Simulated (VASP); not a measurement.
# C (C2/m) in VASP: notebook, part 2 of 2

VASP 6.6.1. The steps go on from the part before.

### 3 Single point, PBE+D3(BJ) (mode 4 frozen in at +0.048 Å and mode 6 at +0.030 Å (largest displacements))

INCAR reads:

```
PREC     = Accurate       # precision mode
ENCUT    = 520            # plane-wave cutoff, eV
EDIFF    = 1E-6           # SCF threshold, eV
ISMEAR   = 0              # smearing method
SIGMA    = 0.05           # smearing width, eV
LREAL    = F              # projectors in reciprocal space
LASPH    = T              # aspherical terms in the spheres
NELM     = 80             # most SCF steps
ALGO     = Normal         # electronic algorithm
ISIF     = 2              # what is computed and relaxed
LWAVE    = F              # write WAVECAR
LCHARG   = T              # write CHGCAR
GGA      = PE             # functional
IVDW     = 12             # dispersion correction
LELF     = T              # ELF
LVHAR    = T            
NBANDS   = 11             # bands
```

KPOINTS reads:

```
Automatic mesh
0
Gamma
  15 15 15
```

POSCAR reads:

```
C
1.0
    1.2324809262      0.7115731945      3.3609366220
   -1.2324809262      0.7115731945      3.3609366220
    0.0000000000     -1.4231463891      3.3609366220
C
2
Direct
    0.1783332903      0.1783332903      0.1572532382
    0.8216667097      0.8216667097      0.8427467618
```

Potentials or basis: VASP PAW PBE potentials, release 64 (C).

Command:

```bash
> cat potpaw_PBE.64/C/POTCAR > POTCAR
> mpirun -np 1 vasp_std > vasp.out
```

OUTCAR:

```text
PREC = Accurate
   ENCUT = 520
   EDIFF = 1E-6
   ISMEAR = 0
   LREAL = F
   LASPH = T
   NELM = 80
   ISIF = 2
   GGA = PE
   IVDW = 12
 IVDW          = 12

 ion  position               nearest neighbor table
   1  0.178  0.178  0.157-   2 1.40   2 1.40   2 1.49
   2  0.822  0.822  0.843-   1 1.40   1 1.40   1 1.49

  LATTYP: Found a trigonal (rhomboedric) cell.
 ALAT       =     3.6498274783
 COS(alpha) =     0.7719417768

  Lattice vectors:

 A1 = (   1.2324809262,   0.7115731945,   3.3609366220)
 A2 = (  -1.2324809262,   0.7115731945,   3.3609366220)
 A3 = (   0.0000000000,  -1.4231463891,   3.3609366220)

Analysis of symmetry for initial positions (statically):
=====================================================================
 Subroutine PRICEL returns:
 Original cell was already a primitive cell.

 Routine SETGRP: Setting up the symmetry group for a
 trigonal (rhombohedral) supercell.

 Subroutine GETGRP returns: Found  4 space group operations
 (whereof  4 operations were pure point group operations)
 out of a pool of 12 trial point group operations.

The static configuration has the point symmetry C_2h.

Analysis of symmetry for dynamics (positions and initial velocities):
=====================================================================
 Subroutine PRICEL returns:
 Original cell was already a primitive cell.

 Routine SETGRP: Setting up the symmetry group for a
 trigonal (rhombohedral) supercell.

 Subroutine GETGRP returns: Found  4 space group operations
 (whereof  4 operations were pure point group operations)
 out of a pool of 12 trial point group operations.

The dynamic configuration has the point symmetry C_2h.

 Subroutine INISYM returns: Found  4 space group operations
 (whereof  4 operations are pure point group operations),
 and found     1 'primitive' translations

----------------------------------------------------------------------------------------

                                     Primitive cell

[... 118 lines left out ...]
   IVDW    =    12    specifies the selected vdW correction
   LEPSILON=     F    determine dielectric tensor
   LRPA    =     F    only Hartree local field effects (RPA)
 non-spin polarized calculation
 Gauss-broadening in eV      SIGMA  =   0.05
  energy-cutoff  :      520.00
  volume of cell :       17.69
 maximum number of plane-waves:       490
   NGX = 13   NGY = 13   NGZ = 13

 number of electron       8.0000000 magnetization

 Free energy of the ion-electron system (eV)
  ---------------------------------------------------
  ext. energy  EPLUGINS =         0.00000000
  ---------------------------------------------------
  free energy    TOTEN  =       -18.25842680 eV

  energy without entropy =      -18.25842480  energy(sigma->0) =      -18.25842580

 E-fermi :   4.6159     XC(G=0): -10.3229

 val. band max:        4.5222002501   @ k =   0.2000  -0.1333  -0.4667
 cond. band min:       4.7095616607   @ k =   0.2000  -0.1333  -0.4667
 fundamental gap:      0.1873614106
 Fermi energy:         4.6158809617

 k-point     1 :       0.0000    0.0000    0.0000
  band No.  band energies     occupation
      1     -14.9732      2.00000
      2      -1.8757      2.00000
      3       0.8537      2.00000
      4       2.6617      2.00000
      5       8.7298      0.00000
      6      11.8595      0.00000
      7      14.2281      0.00000
      8      16.2152      0.00000
      9      17.2972      0.00000
     10      27.3979      0.00000
     11      30.1090      0.00000
[... 309 lines left out ...]
 k-point    24 :       0.2667    0.0667   -0.0000
  band No.  band energies     occupation
      1     -13.5752      2.00000
      2      -2.5298      2.00000
      3      -0.6090      2.00000
      4      -0.1141      2.00000
      5      10.5724      0.00000
      6      12.7062      0.00000
      7      13.1386      0.00000
      8      17.1049      0.00000
      9      20.2301      0.00000
     10      23.4432      0.00000
     11      27.6640      0.00000

 [... further k-points ...]

------------------------ aborting loop because EDIFF is reached ----------------------------------------

 Edisp (eV)   -0.31225

 E8    (eV) :    -0.0885

  FORCE on cell =-STRESS in cart. coord.  units (eV):
  Direction    XX          YY          ZZ          XY          YZ          ZX
  --------------------------------------------------------------------------------------
  -------------------------------------------------------------------------------------
  Total       0.89874    -0.29043    -0.12513     0.00000    -0.26952     0.00000
  in kB      81.42058   -26.31115   -11.33614     0.00000   -24.41660     0.00000
  external pressure =       14.59 kB  Pullay stress =        0.00 kB

 VOLUME and BASIS-vectors are now :
 -----------------------------------------------------------------------------
  energy-cutoff  :      520.00
  volume of cell :       17.69
      direct lattice vectors                 reciprocal lattice vectors
     1.232480926  0.711573195  3.360936622     0.405685791  0.234222801  0.099178702
    -1.232480926  0.711573195  3.360936622    -0.405685791  0.234222801  0.099178702
     0.000000000 -1.423146389  3.360936622     0.000000000 -0.468445602  0.099178702

 POSITION                                       TOTAL-FORCE (eV/Angst)
 -----------------------------------------------------------------------------------
      0.00000      0.03000      1.72725         0.000000     -2.919235     -1.532652
      0.00000     -0.03000      8.35556         0.000000      2.919235      1.532652
 -----------------------------------------------------------------------------------
    total drift:                               -0.000000      0.000000     -0.000000

  FREE ENERGIE OF THE ION-ELECTRON SYSTEM (eV)
  ---------------------------------------------------
  free  energy   TOTEN  =       -18.5706758606 eV

  energy  without entropy=      -18.5706738623  energy(sigma->0) =      -18.57067486
```

stdout:

```text
POSCAR found type information on POSCAR C
 POSCAR found :  1 types and       2 ions
 scaLAPACK will be used
 LDA part: xc-table for (Slater+PW92), standard interpolation
 POSCAR, INCAR and KPOINTS ok, starting setup
 FFT: planning ... GRIDC
 FFT: planning ... GRID_SOFT
 FFT: planning ... GRID
 WAVECAR not read
 entering main loop
```

It took 4.5 min on 1 thread of AMD EPYC 9R45 (Zen 5), shared host; peak memory 0.23 GiB.

What came out:

- Free energy: -18.5707 eV
- Pressure: 1.5 GPa
- Largest force: 3.297 eV/Å
- Band gap on the k mesh: 0.19 eV, direct
- Dispersion energy per atom: -0.156 eV

Forces on the atoms (eV/Å):
```
C    0.000 -2.919 -1.533
C    0.000  2.919  1.533
```

Stress tensor (GPa, compression positive):
```
 8.14  0.00  0.00
 0.00 -2.63 -2.44
 0.00 -2.44 -1.13
```

Levels at points of the mesh, in eV from the valence-band top:
```tsv
k point	band 2	band 3	band 4	band 5	band 6	band 7
(0.00, 0.00, 0.00)	-6.40	-3.67	-1.86	4.21	7.34	9.71
```

Caveat: the cell differs from its parent crystal (mode 4 frozen in at +0.048 Å and mode 6 at +0.030 Å (largest displacements)); forces of over 1 eV/Å act on the atoms, so gaps and moduli don't describe the material at rest.

### 4 Single point, PBE+D3(BJ) (mode 4 frozen in at +0.095 Å and mode 6 at +0.030 Å (largest displacements))

INCAR reads:

```
SYSTEM = C
PREC = Accurate
ENCUT = 520
EDIFF = 1E-6
ISMEAR = 0
SIGMA = 0.05
LREAL = .FALSE.
LASPH = .TRUE.
NELM = 100
ALGO = Normal
ISIF = 2
LWAVE = .FALSE.
LCHARG = .FALSE.
GGA = PE
IVDW = 12
NBANDS = 11
```

KPOINTS reads:

```
regular mesh
0
G
  15 15 15
  0 0 0
```

POSCAR reads:

```
C
1.0
    1.2324809262      0.7115731945      3.3609366220
   -1.2324809262      0.7115731945      3.3609366220
    0.0000000000     -1.4231463891      3.3609366220
C
2
Direct
    0.1830442787      0.1830442787      0.1619642266
    0.8169557213      0.8169557213      0.8380357734
```

Command:

```bash
> cat potpaw_PBE.64/C/POTCAR > POTCAR
> mpirun -np 1 vasp_std > vasp.out
```

Wall time 4.1 min (1 thread of AMD EPYC 9R45 (Zen 5), shared host); peak memory 0.23 GiB.

The run converged. Its results:

```
Free energy                : -18.3512 eV
Pressure                   : -0.1 GPa
Largest force              : 4.145 eV/Å
Band gap on the k mesh     : 0.21 eV, direct
Dispersion energy per atom : -0.156 eV
```

Forces in eV/Å, atoms in the order of the input:
```
C    0.000 -2.760 -3.092
C    0.000  2.760  3.092
```

Stress tensor (GPa, compression positive):
```
 6.88  0.00  0.00
 0.00 -2.04 -4.70
 0.00 -4.70 -5.12
```

Levels at points of the mesh, in eV from the valence-band top:
| k point | band 1 | band 2 | band 3 | band 4 | band 5 | band 6 | band 7 | band 8 | band 9 |
| --- | --- | --- | --- | --- | --- | --- | --- | --- | --- |
| (0.00, 0.00, 0.00) | -19.35 | -6.22 | -3.35 | -1.58 | 3.71 | 7.43 | 9.76 | 12.19 | 12.76 |

Caveat: the cell differs from its parent crystal (mode 4 frozen in at +0.095 Å and mode 6 at +0.030 Å (largest displacements)); forces of over 1 eV/Å act on the atoms, so gaps and moduli don't describe the material at rest.
